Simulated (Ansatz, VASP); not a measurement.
MgO: VASP beside Ansatz

```
Mg O
1.0
     0.00000    2.13800    2.13800
     2.13800    0.00000    2.13800
     2.13800    2.13800    0.00000
Mg O
1 1
Direct
  0.00000 0.00000 0.00000
  0.50000 0.50000 0.50000
```

Alike in both runs: task single point; functional PBE; k mesh 9 × 9 × 9; no spin polarisation.

```csv
,VASP,Ansatz
version,VASP 6.6.1,Ansatz 0.2.0
potentials or method,"VASP PAW PBE potentials, release 64 (Mg_sv, O), cutoff 840 eV","PAW, plane waves, scalar-relativistic"
occupations,"gaussian, width 0.01 eV",fixed
valence electrons in the cell,16,16
```

```csv
,VASP,Ansatz,Ansatz less VASP
pressure (GPa),-2.2,-2.3,-0.02
```
